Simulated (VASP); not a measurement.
Here is a VASP 6.6.1 calculation.

The input INCAR:

```
PREC = Accurate
ENCUT = 520
EDIFF = 1E-7
ISMEAR = 0
SIGMA = 0.1
LREAL = False
LASPH = True
NELM = 80
ALGO = Fast
ISIF = 2
LWAVE = False
LCHARG = True
GGA = PS
LELF = True
LVHAR = True
NBANDS = 19
```

KPOINTS

```
regular mesh
0
Gamma
  18 18 8
```

File POSCAR:

```
Zn
1.0
    2.5917016153      0.0000000000      0.0000000000
   -1.2958508077      2.2444794379      0.0000000000
    0.0000000000      0.0000000000      4.9017841589
Zn
2
Direct
    0.3333333333      0.6666666667      0.2500000000
    0.6666666667      0.3333333333      0.7500000000
```

Potentials or basis: VASP PAW PBE potentials, release 64 (Zn).

Command:

```sh
$ cat potpaw_PBE.64/Zn/POTCAR > POTCAR
$ mpirun -np 1 vasp_std > vasp.out
```

Predict the band gap on the k mesh.

zero (bands 12 and 13 overlap by 4.94 eV).

Estimate the pressure.

0.5 GPa.

Stress tensor (GPa, compression positive):
```
0.58 0.00 0.00
0.00 0.58 0.00
0.00 0.00 0.23
```

Caveat: the PAW data sets were made with another functional, which shifts forces and pressure a little.
